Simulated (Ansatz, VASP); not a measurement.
**Two plane-wave programs on Te**

POSCAR

```
Te
1.0
   -3.0062879966      3.9395177215      1.5603239164
    3.0062879966     -3.9395177215      1.5603239164
    3.0062879966      3.9395177215     -1.5603239164
Te
2
Direct
    0.9990710000      0.2490710000      0.7500000000
    0.0009290000      0.7509290000      0.2500000000
```

The input INCAR.step1:

```
  PREC = Accurate
  ENCUT = 520
  ISMEAR = 1
  SIGMA = 0.1
  LREAL = F
  LASPH = T
  NELM = 60
  NBANDS = 13
  GGA = PE
  ALGO = Normal
  EDIFF = 1E-4
  LWAVE = T
  LCHARG = F
```

INCAR.step2

```
  PREC = Accurate
  ENCUT = 520
  EDIFF = 1E-6
  ISMEAR = 1
  SIGMA = 0.1
  LREAL = F
  LASPH = T
  NELM = 60
  ALGO = Normal
  ISIF = 2
  LWAVE = F
  LCHARG = F
  METAGGA = R2SCAN
  LMIXTAU = T
  NBANDS = 13
  ISTART = 1
```

KPOINTS

```
regular mesh
0
Gamma
  11 11 11
```

Input for Ansatz:

```yaml
crystal:
  lattice:
    - [-3.006287996619762, 3.9395177215382406, 1.5603239163533928]
    - [3.006287996619762, -3.9395177215382406, 1.5603239163533928]
    - [3.006287996619762, 3.9395177215382406, -1.5603239163533928]
  atoms:
    - { symbol: Te, position: [0.999071, 0.249071, 0.75] }
    - { symbol: Te, position: [0.000929, 0.750929, 0.25] }
basis:
  ecutwfc: 530.0
kpoints:
  mp_grid:
    grid: [11, 11, 11]
hamiltonian:
  xc: r2scan
  pseudopotentials:
    kind: paw
scf:
  occupations:
    method: cold
    width: 0.1
output:
  stress: true
```

Alike in both runs: task single point; functional r2SCAN; k mesh 11 × 11 × 11; no spin polarisation.

|  | VASP | Ansatz |
| --- | --- | --- |
| version | VASP 6.6.1 | Ansatz 0.2.0 |
| potentials or method | VASP PAW PBE potentials, release 64 (Te), cutoff 520 eV | plane waves, PAW |
| occupations | methfessel-paxton of order 1, width 0.1 eV | cold, width 0.1 eV |
| valence electrons in the cell | 12 | 32 |

VASP gave:

| Quantity | Value |
| --- | --- |
| pressure (GPa) | -1.9 |
| traceless stress, the component that is largest in VASP (GPa) | -1.26 |

Estimate Ansatz's values.

pressure (GPa): -1.9; traceless stress, the component that is largest in VASP (GPa): -1.31.

VASP's potentials were made for PBE, not for r2SCAN. VASP's potentials hold 12 valence electrons a cell and Ansatz's 32, so a difference there can come from the potentials and not from the codes.

Spin-orbit coupling is off throughout.
